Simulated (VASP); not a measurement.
# Na3H2 (P-3m1) in VASP: a series of runs, part 3 of 3

VASP 6.6.1. The steps go on from the part before.

### 5 Relaxation of cell and atoms, PBE

INCAR

```
SYSTEM = Na3H2
PREC = Accurate
ENCUT = 500
EDIFF = 1E-7
ISMEAR = 0
SIGMA = 0.1
LREAL = .False.
LASPH = .True.
NELM = 120
ALGO = Normal
ISIF = 3
LWAVE = .False.
LCHARG = .False.
GGA = PE
IBRION = 2
NSW = 100
EDIFFG = -0.01
GGA_COMPAT = .False.
NELMIN = 4
```

KPOINTS

```
Automatic mesh
0
Gamma
  12 12 4
  0 0 0
```

POSCAR

```
Na3H2
1.0
    3.4420328257      0.0000000000      0.0000000000
   -1.7210164129      2.9808878677      0.0000000000
    0.0000000000      0.0000000000      8.8712184913
Na H
3 2
Direct
    0.0000000000      0.0000000000      0.0000000000
    0.3333333333      0.6666666667      0.6801362035
    0.6666666667      0.3333333333      0.3198637965
    0.3333333333      0.6666666667      0.1571503798
    0.6666666667      0.3333333333      0.8428496202
```

Potentials or basis: VASP PAW PBE potentials, release 64 (Na_pv, H).

Started as:

```console
cat potpaw_PBE.64/Na_pv/POTCAR potpaw_PBE.64/H/POTCAR > POTCAR
mpirun -np 1 vasp_std > vasp.out
```

OUTCAR:

```text
SYSTEM = Na3H2
   PREC = Accurate
   ENCUT = 500
   EDIFF = 1E-7
   ISMEAR = 0
   LREAL = .False.
   LASPH = .True.
   NELM = 120
   ISIF = 3
   GGA = PE
   IBRION = 2
   NSW = 100
   EDIFFG = -0.01
   NELMIN = 4

 ion  position               nearest neighbor table
   1  0.000  0.000  0.000-
   2  0.333  0.667  0.680-
   3  0.667  0.333  0.320-
   4  0.333  0.667  0.157-
   5  0.667  0.333  0.843-

  LATTYP: Found a hexagonal cell.
 ALAT       =     3.4420328257
 C/A-ratio  =     2.5773195494

  Lattice vectors:

 A1 = (   3.4420328257,   0.0000000000,   0.0000000000)
 A2 = (  -1.7210164129,   2.9808878677,   0.0000000000)
 A3 = (   0.0000000000,   0.0000000000,   8.8712184913)

Analysis of symmetry for initial positions (statically):
[... 282 lines left out ...]
      5     -23.7436      2.00000
      6     -23.7436      2.00000
      7     -23.5721      2.00000
      8     -23.5338      2.00000
      9     -23.5338      2.00000
     10      -4.6568      2.00000
     11      -3.3705      2.00000
     12      -0.9795      2.00000
     13       3.3977      0.00000
     14       4.3692      0.00000
[... 401 lines left out ...]
      2     -23.7602      2.00000
      3     -23.7555      2.00000
      4     -23.7491      2.00000
      5     -23.7470      2.00000
      6     -23.7396      2.00000
      7     -23.5702      2.00000
      8     -23.5500      2.00000
      9     -23.5375      2.00000
     10      -4.2185      2.00000
     11      -3.1426      2.00000
     12      -0.2998      2.00000
     13       2.8733      0.00000
     14       5.6797      0.00000
     15       7.1456      0.00000

 [... further k-points ...]

------------------------ aborting loop because EDIFF is reached ----------------------------------------

  FORCE on cell =-STRESS in cart. coord.  units (eV):
  Direction    XX          YY          ZZ          XY          YZ          ZX
  --------------------------------------------------------------------------------------
  -------------------------------------------------------------------------------------
  Total       -0.0116032     -0.0116032      0.0332392      0.0000000      0.0000000      0.0000000
  in kB       -0.2036926     -0.2036926      0.5835100      0.0000000      0.0000000      0.0000000
  external PRESSURE =       0.0587083 kB  Pullay stress =       0.0000000 kB
[... 20 lines left out ...]
  FREE ENERGIE OF THE ION-ELECTRON SYSTEM (eV)
  ---------------------------------------------------
  free  energy   TOTEN  =       -11.2196838279 eV

  energy  without entropy=      -11.2147153190  energy(sigma->0) =      -11.21719957

 reached required accuracy - stopping structural energy minimisation
```

OSZICAR:

```text
N       E                     dE             d eps       ncg     rms          rms(c)
DAV:   1     0.171886429064E+03    0.17189E+03   -0.12282E+04  2126   0.152E+03
[... 22 lines left out ...]
DAV:   1    -0.112205339553E+02   -0.11051E-02   -0.49233E-02  2420   0.298E+00    0.241E-01
DAV:   2    -0.112199903407E+02    0.54361E-03   -0.10234E-03  2357   0.468E-01    0.142E-01
DAV:   3    -0.112196945141E+02    0.29583E-03   -0.37238E-04  2553   0.329E-01    0.133E-02
DAV:   4    -0.112196841217E+02    0.10392E-04   -0.60114E-05  2203   0.159E-01    0.421E-03
DAV:   5    -0.112196837221E+02    0.39960E-06   -0.21510E-06  2770   0.274E-02    0.809E-04
DAV:   6    -0.112196838329E+02   -0.11080E-06   -0.10820E-07  1399   0.311E-03    0.299E-04
DAV:   7    -0.112196838279E+02    0.50331E-08   -0.10006E-08  1098   0.158E-03
   3 F= -.11219684E+02 E0= -.11217200E+02  d E =-.469720E-03
```

CONTCAR:

```text
Na3H2
   1.00000000000000
     3.4389706824454578    0.0000000000000514   -0.0000000000000000
    -1.7194853412726399    2.9782359738515560    0.0000000000000000
    -0.0000000000000000    0.0000000000000000    8.9109848918368773
  Na              H
     3     2
Direct
     0.0000000000000000    1.0000000000000000    0.0000000000000000
     0.3333333332999970    0.6666666667000030    0.6801625947952590
     0.6666666667000030    0.3333333332999970    0.3198374052047409
     0.3333333332999970    0.6666666667000030    0.1572732519631874
     0.6666666667000030    0.3333333332999970    0.8427267480368126

  0.00000000E+00  0.00000000E+00  0.00000000E+00
  0.00000000E+00  0.00000000E+00  0.00000000E+00
  0.00000000E+00  0.00000000E+00  0.00000000E+00
  0.00000000E+00  0.00000000E+00  0.00000000E+00
  0.00000000E+00  0.00000000E+00  0.00000000E+00
```

Wall time 81 s (1 thread of Intel Xeon 6975P-C (Granite Rapids), shared host); peak memory 0.25 GiB.

What came out:

| Quantity | Value |
| --- | --- |
| Free energy | -11.2197 eV |
| Relaxed volume | 18.25 Å³/atom |
| Relaxed cell | a = 3.439 Å, b = 3.439 Å, c = 8.911 Å, α = 90.00°, β = 90.00°, γ = 120.00° |
| Space group after relaxing (to 0.1 Å) | P-3m1 (No. 164) |
| Energy gained by relaxing | 0.1 meV/atom |
| Ionic steps | 3 |
| Pressure after relaxing | 0.0 GPa |
| Largest force after relaxing | 0.006 eV/Å |
| Band gap on the k mesh | zero (an odd number of electrons rules out a gap without spin polarisation) |

Forces on the atoms (eV/Å):
```
Na   0.000  0.000  0.000
Na   0.000  0.000  0.004
Na   0.000  0.000 -0.004
H    0.000  0.000  0.006
H    0.000  0.000 -0.006
```

Stress tensor (GPa, compression positive):
```
-0.02  0.00  0.00
 0.00 -0.02  0.00
 0.00  0.00  0.06
```

The path:
```csv
step,energy change (eV),largest force (eV/Å),pressure (GPa),volume (Å³)
1,0.0000,0.0073,0.05,91.02
2,-0.0002,0.0068,0.04,91.10
3,-0.0005,0.0057,0.01,91.27
```

Final structure:
```
Na H
1.0
     3.43897    0.00000    0.00000
    -1.71949    2.97824    0.00000
     0.00000    0.00000    8.91098
Na H
3 2
Direct
  0.00000 0.00000 0.00000
  0.33333 0.66667 0.68016
  0.66667 0.33333 0.31984
  0.33333 0.66667 0.15727
  0.66667 0.33333 0.84273
```

Levels at points of the mesh, in eV from the Fermi level:
```csv
k point,band 8,band 9,band 10,band 11,band 12,band 13,band 14,band 15
"(0.00, 0.00, 0.00)",-24.80,-24.80,-5.93,-4.64,-2.25,2.13,3.10,7.47
"(0.50, 0.00, 0.00)",-24.83,-24.82,-3.47,-3.13,0.84,1.69,1.89,2.22
"(0.00, 0.00, 0.50)",-24.80,-24.80,-5.84,-4.87,-1.69,0.60,5.63,6.21
"(0.50, 0.00, 0.50)",-24.83,-24.82,-3.45,-3.15,0.81,1.07,2.38,3.28
```

### 6 Overview

| task | cell | k mesh | gap on the mesh (eV) | pressure (GPa) | relaxed volume (Å³/atom) | largest force (eV/Å) |
| --- | --- | --- | --- | --- | --- | --- |
| single point | a = 3.442, b = 3.442, c = 8.871 Å, angles 90.0, 90.0, 120.0°, 5 atoms, atomic positions A | 6 × 6 × 4 | none | 0.0 | - | 0.01 |
| relaxation of cell and atoms | relaxed from a = 3.778, b = 3.778, c = 5.877 Å, angles 90.0, 90.0, 120.0°, 5 atoms, atomic positions B | 6 × 6 × 4 | none | 0.1 | 17.54 | 0.02 |
| single point | a = 3.440, b = 3.440, c = 8.936 Å, angles 90.0, 90.0, 120.0°, 5 atoms, atomic positions A | 12 × 12 × 4 | none | -0.1 | - | - |
| relaxation of cell and atoms | relaxed from a = 3.442, b = 3.442, c = 8.871 Å, angles 90.0, 90.0, 120.0°, 5 atoms, atomic positions A | 12 × 12 × 4 | none | 0.0 | 18.25 | 0.01 |

Alike in all rows: level PBE; potentials or basis VASP PAW PBE potentials, release 64 (Na_pv, H); no spin polarisation; cutoff (eV) 500; smearing gaussian 0.1 eV.

Caveats: the volume moved by over 15 % at a fixed basis, so the end points are rough (at least some runs).

Total energies depend on the potentials used, so only differences within one code and one set of settings carry meaning.
